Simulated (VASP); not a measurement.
# Ge in VASP: single point with PBE+D3(BJ)

Aim: the single point of Ge with PBE+D3(BJ).

All numbers are computed with VASP 6.6.1; they aren't measurements. Logs are shortened: lines on timing, memory, paths and dates and some standing lists are left out, and cuts for length are marked.

**1. The cell of the first run**

The cell holds a slab with vacuum, 10 atoms: a = 4.030 Å, b = 4.030 Å, c = 26.824 Å, α = 90.00°, β = 90.00°, γ = 90.00°.

**2. Single point, PBE+D3(BJ)**

The input, INCAR:

```
  PREC = Accurate
  ENCUT = 520
  EDIFF = 1E-6
  ISMEAR = 0
  SIGMA = 0.03
  LREAL = F
  LASPH = T
  NELM = 100
  ALGO = Normal
  ISIF = 2
  LWAVE = F
  LCHARG = T
  LDIPOL = T
  IDIPOL = 3
  DIPOL = 0.5 0.5 0.500
  GGA = PE
  IVDW = 12
  LELF = T
  LVHAR = T
  LVACPOTAV = T
  NBANDS = 81
```

The input, KPOINTS:

```
Automatic mesh
0
Gamma
  6 6 1
```

The input, POSCAR:

```
Ge
1.0
    4.0302856940      0.0000000000      0.0000000000
    0.0000000000      4.0302856940      0.0000000000
    0.0000000000      0.0000000000     26.8242906042
Ge
10
Direct
    0.0000000000      0.0000000000      0.2571119609
    0.0000000000      0.5000000000      0.3130669521
    0.5000000000      0.5000000000      0.3664342224
    0.5000000000      1.0000000000      0.4199331840
    0.0000000000      0.0000000000      0.4730403083
    0.0000000000      0.5000000000      0.5269596893
    0.5000000000      0.5000000000      0.5800668164
    0.5000000000      0.0000000000      0.6335657797
    0.0000000000      0.0000000000      0.6869330493
    1.0000000000      0.5000000000      0.7428880375
```

Potentials or basis: VASP PAW PBE potentials, release 64 (Ge_d).

Run with:

```console
> cat potpaw_PBE.64/Ge_d/POTCAR > POTCAR
> mpirun -np 1 vasp_std > vasp.out
```

OUTCAR:

```text
PREC = Accurate
   ENCUT = 520
   EDIFF = 1E-6
   ISMEAR = 0
   LREAL = F
   LASPH = T
   NELM = 100
   ISIF = 2
   GGA = PE
   IVDW = 12
 IVDW          = 12

 ion  position               nearest neighbor table
   1  0.000  0.000  0.257-   2 2.51   2 2.51
   2  0.000  0.500  0.313-   3 2.47   3 2.47   1 2.51   1 2.51
   3  0.500  0.500  0.366-   2 2.47   2 2.47   4 2.47   4 2.47
   4  0.500  0.000  0.420-   5 2.47   5 2.47   3 2.47   3 2.47
   5  0.000  0.000  0.473-   4 2.47   4 2.47   6 2.48   6 2.48
   6  0.000  0.500  0.527-   7 2.47   7 2.47   5 2.48   5 2.48
   7  0.500  0.500  0.580-   6 2.47   6 2.47   8 2.47   8 2.47
   8  0.500  0.000  0.634-   9 2.47   9 2.47   7 2.47   7 2.47
   9  0.000  0.000  0.687-   8 2.47   8 2.47  10 2.51  10 2.51
  10  0.000  0.500  0.743-   9 2.51   9 2.51

  LATTYP: Found a simple tetragonal cell.
 ALAT       =     4.0302856940
 C/A-ratio  =     6.6556796815

  Lattice vectors:

 A1 = (   4.0302856940,   0.0000000000,   0.0000000000)
 A2 = (   0.0000000000,   4.0302856940,   0.0000000000)
 A3 = (   0.0000000000,   0.0000000000,  26.8242906042)

Analysis of symmetry for initial positions (statically):
=====================================================================
 Subroutine PRICEL returns:
 Original cell was already a primitive cell.

 Routine SETGRP: Setting up the symmetry group for a
 simple tetragonal supercell.

 Subroutine GETGRP returns: Found  8 space group operations
 (whereof  4 operations were pure point group operations)
 out of a pool of 16 trial point group operations.

The static configuration has the point symmetry C_2v.
 The point group associated with its full space group is D_2h.

Analysis of symmetry for dynamics (positions and initial velocities):
=====================================================================
 Subroutine PRICEL returns:
 Original cell was already a primitive cell.

 Routine SETGRP: Setting up the symmetry group for a
 simple tetragonal supercell.

 Subroutine GETGRP returns: Found  8 space group operations
 (whereof  4 operations were pure point group operations)
 out of a pool of 16 trial point group operations.

The dynamic configuration has the point symmetry C_2v.
 The point group associated with its full space group is D_2h.

 Subroutine INISYM returns: Found  8 space group operations
 (whereof  4 operations are pure point group operations),
 and found     1 'primitive' translations

----------------------------------------------------------------------------------------

                                     Primitive cell

  volume of cell :     435.7124

  direct lattice vectors                    reciprocal lattice vectors
     4.030285694  0.000000000  0.000000000     0.248121368  0.000000000  0.000000000
     0.000000000  4.030285694  0.000000000     0.000000000  0.248121368  0.000000000
     0.000000000  0.000000000 26.824290604     0.000000000  0.000000000  0.037279644

  length of vectors
     4.030285694  4.030285694 26.824290604     0.248121368  0.248121368  0.037279644

  position of ions in fractional coordinates (direct lattice)
     0.000000000  0.000000000  0.257111961
     0.000000000  0.500000000  0.313066952
     0.500000000  0.500000000  0.366434222
     0.500000000  0.000000000  0.419933184
     0.000000000  0.000000000  0.473040308
     0.000000000  0.500000000  0.526959689
     0.500000000  0.500000000  0.580066816
     0.500000000  0.000000000  0.633565780
     0.000000000  0.000000000  0.686933049
     0.000000000  0.500000000  0.742888038

  ion indices of the primitive-cell ions
   primitive index   ion index
                 1           1
                 2           2
                 3           3
                 4           4
                 5           5
                 6           6
                 7           7
                 8           8
                 9           9
                10          10

----------------------------------------------------------------------------------------

 KPOINTS: Automatic mesh

Automatic generation of k-mesh.
 Grid dimensions read from file:
 generate k-points for:    6    6    1

 Generating k-lattice:

  Cartesian coordinates                     Fractional coordinates (reciprocal lattice)
     0.041353561  0.000000000  0.000000000     0.166666667  0.000000000  0.000000000
     0.000000000  0.041353561  0.000000000     0.000000000  0.166666667  0.000000000
     0.000000000  0.000000000  0.037279644     0.000000000  0.000000000  1.000000000

  Length of vectors
     0.041353561  0.041353561  0.037279644

  Shift w.r.t. Gamma in fractional coordinates (k-lattice)
     0.000000000  0.000000000  0.000000000

 Subroutine IBZKPT returns following result:
 ===========================================

 Found     16 irreducible k-points:

 Following reciprocal coordinates:
            Coordinates               Weight
  0.000000  0.000000  0.000000      1.000000
  0.166667  0.000000  0.000000      2.000000
  0.000000  0.166667  0.000000      2.000000
  0.333333  0.000000  0.000000      2.000000
  0.000000  0.333333  0.000000      2.000000
  0.500000  0.000000  0.000000      1.000000
[... 8 lines left out ...]
 -0.333333  0.500000  0.000000      2.000000
  0.500000  0.500000  0.000000      1.000000
   k-points           NKPTS =     16   k-points in BZ     NKDIM =     16   number of bands    NBANDS=     81
   number of dos      NEDOS =    301   number of ions     NIONS =     10
   total plane-waves  NPLWV = 180000
   dimension x,y,z NGX =    30 NGY =   30 NGZ =  200
   dimension x,y,z NGXF=    60 NGYF=   60 NGZF=  400
   ions per type =              10
   NGX,Y,Z   is equivalent  to a cutoff of  12.37, 12.37, 12.40 a.u.
   NGXF,Y,Z  is equivalent  to a cutoff of  24.75, 24.75, 24.79 a.u.
 SYSTEM =  unknown system
   PREC   = accura    normal or accurate (medium, high low for compatibility)
   ISTART =      0    job   : 0-new  1-cont  2-samecut
   ICHARG =      2    charge: 1-file 2-atom 10-const
   ISPIN  =      1    spin polarized calculation?
   LNONCOLLINEAR =      F non collinear calculations
   LSORBIT =      F    spin-orbit coupling
   LASPH  =      T    aspherical Exc in radial PAW
   ENCUT  =  520.0 eV  38.22 Ry    6.18 a.u.   7.49  7.49 49.88*2*pi/ulx,y,z
   NELM   =    100;   NELMIN=  2; NELMDL= -5     # of ELM steps
   EDIFF  = 0.1E-05   stopping-criterion for ELM
   LREAL  =      F    real-space projection
   EDIFFG = 0.1E-04   stopping-criterion for IOM
   NSW    =      0    number of steps for IOM
   IBRION =     -1    ionic relax: 0-MD 1-quasi-New 2-CG
   NFREE  =      0    steps in history (QN), initial steepest desc. (CG)
   ISIF   =      2    stress and relaxation
   ISYM   =      2    0-nonsym 1-usesym 2-fastsym
   POTIM  = 0.5000    time-step for ionic-motion
   TEBEG  =    0.0;   TEEND  =   0.0 temperature during run
   PSTRESS=    0.0 pullay stress
   NELECT =     140.0000    total number of electrons
   NUPDOWN=      -1.0000    fix difference up-down
   EMIN   =  10.00;   EMAX   =-10.00  energy-range for DOS
   EFERMI =   0.00;   METHOD = LEGACY
   ISMEAR =     0;   SIGMA  =   0.03  broadening in eV -4-tet -1-fermi 0-gaus
   EFERMI_NEDOS =   21; number of points for ismear=-14 and -15
   IALGO  =     38    algorithm
   IMIX   =      4    mixing-type and parameters
     AMIX     =   0.40;   BMIX     =  1.00
     AMIX_MAG =   1.60;   BMIX_MAG =  1.00
  volume/ion in A,a.u.               =      43.57       294.03
  Fermi-wavevector in a.u.,A,eV,Ry     =   1.121289  2.118929 17.106454  1.257289
  Thomas-Fermi vector in A             =   2.257941
   LORBIT       =      0    0 simple, 1 ext, 2 COOP (PROOUT), +10 PAW based schemes
   GGA     = PE    functional components
   LHFCALC =     F    Hartree Fock is set to
   AEXX    =    0.0000 exact exchange contribution
   IVDW    =    12    specifies the selected vdW correction
   LEPSILON=     F    determine dielectric tensor
   LRPA    =     F    only Hartree local field effects (RPA)
 non-spin polarized calculation
 Gauss-broadening in eV      SIGMA  =   0.03
  energy-cutoff  :      520.00
  volume of cell :      435.71
 maximum number of plane-waves:     11811
 NGX is ok and might be reduce to    30
   NGX = 15   NGY = 15   NGZ = 99

 dipolmoment           0.000000      0.000000     -0.000000 electrons x Angstroem

 number of electron     139.9999755 magnetization

 dipolmoment           0.000000      0.000000      0.000000 electrons x Angstroem

 Free energy of the ion-electron system (eV)
  ---------------------------------------------------
  ext. energy  EPLUGINS =         0.00000000
  ---------------------------------------------------
  free energy    TOTEN  =       -42.22921582 eV

  energy without entropy =      -42.22897209  energy(sigma->0) =      -42.22909395

 E-fermi :  -0.0330     XC(G=0):  -5.9275

 val. band max:       -0.0742248595   @ k =   0.5000   0.0000   0.0000
 cond. band min:       0.0162072971   @ k =   0.3333   0.3333   0.0000
 fundamental gap:      0.0904321567
 Fermi energy:        -0.0329655943

 k-point     1 :       0.0000    0.0000    0.0000
  band No.  band energies     occupation
      1     -24.5342      2.00000
      2     -24.5199      2.00000
      3     -24.5016      2.00000
      4     -24.4972      2.00000
      5     -24.4853      2.00000
      6     -24.4833      2.00000
[... 73 lines left out ...]
     80       2.7096      0.00000
     81       2.8377      0.00000

 k-point     2 :       0.1667    0.0000    0.0000
  band No.  band energies     occupation
      1     -24.5356      2.00000
      2     -24.5298      2.00000
      3     -24.5057      2.00000
      4     -24.4927      2.00000
      5     -24.4864      2.00000
      6     -24.4847      2.00000
[... 73 lines left out ...]
     80       3.4739      0.00000
     81       3.5334      0.00000
[... 1090 lines left out ...]
     80       3.5447      0.00000
     81       5.1263      0.00000

 k-point    16 :       0.5000    0.5000    0.0000
  band No.  band energies     occupation
      1     -24.5400      2.00000
      2     -24.5400      2.00000
      3     -24.5195      2.00000
      4     -24.5195      2.00000
      5     -24.4682      2.00000
      6     -24.4682      2.00000
[... 73 lines left out ...]
     80       3.3321      0.00000
     81       5.0472      0.00000

------------------------ aborting loop because EDIFF is reached ----------------------------------------

 Edisp (eV)   -2.56469

 E8    (eV) :    -1.1715

  FORCE on cell =-STRESS in cart. coord.  units (eV):
  Direction    XX          YY          ZZ          XY          YZ          ZX
  --------------------------------------------------------------------------------------
  -------------------------------------------------------------------------------------
  Total      -2.50893    -1.43109    -0.03712     0.00000     0.00000     0.00000
  in kB      -9.22569    -5.26231    -0.13648     0.00000     0.00000     0.00000
  external pressure =       -4.87 kB  Pullay stress =        0.00 kB

 VOLUME and BASIS-vectors are now :
 -----------------------------------------------------------------------------
  energy-cutoff  :      520.00
  volume of cell :      435.71
      direct lattice vectors                 reciprocal lattice vectors
     4.030285694  0.000000000  0.000000000     0.248121368  0.000000000  0.000000000
     0.000000000  4.030285694  0.000000000     0.000000000  0.248121368  0.000000000
     0.000000000  0.000000000 26.824290604     0.000000000  0.000000000  0.037279644

 POSITION                                       TOTAL-FORCE (eV/Angst)
 -----------------------------------------------------------------------------------
      0.00000      0.00000      6.89685         0.000000      0.000000     -0.009672
      0.00000      2.01514      8.39780         0.000000      0.000000      0.006618
      2.01514      2.01514      9.82934         0.000000      0.000000      0.000598
      2.01514      0.00000     11.26441         0.000000      0.000000     -0.000345
      0.00000      0.00000     12.68897         0.000000      0.000000      0.000643
      0.00000      2.01514     14.13532         0.000000      0.000000     -0.000643
      2.01514      2.01514     15.55988         0.000000      0.000000      0.000345
      2.01514      0.00000     16.99495         0.000000      0.000000     -0.000598
      0.00000      0.00000     18.42649         0.000000      0.000000     -0.006618
      0.00000      2.01514     19.92744         0.000000      0.000000      0.009672
 -----------------------------------------------------------------------------------
    total drift:                                0.000000      0.000000     -0.000002

  FREE ENERGIE OF THE ION-ELECTRON SYSTEM (eV)
  ---------------------------------------------------
  free  energy   TOTEN  =       -44.7939032362 eV

  energy  without entropy=      -44.7936595049  energy(sigma->0) =      -44.79378137

 vacuum level on the upper side and lower side of the slab         5.002         5.002
```

It took 14 min on 1 thread of Intel Xeon Platinum 8488C (Sapphire Rapids), shared host; peak memory 0.63 GiB.

Results:

- Free energy: -44.7939 eV
- Largest force: 0.010 eV/Å
- Band gap on the k mesh: zero (band 70 reaches 0.46 eV, above the bottom of band 71 at -0.42 eV)
- Dispersion energy per atom: -0.256 eV

Forces on the atoms (eV/Å):
```
Ge   0.000  0.000 -0.010
Ge   0.000  0.000  0.007
Ge   0.000  0.000  0.001
Ge   0.000  0.000  0.000
Ge   0.000  0.000  0.001
Ge   0.000  0.000 -0.001
Ge   0.000  0.000  0.000
Ge   0.000  0.000 -0.001
Ge   0.000  0.000 -0.007
Ge   0.000  0.000  0.010
```
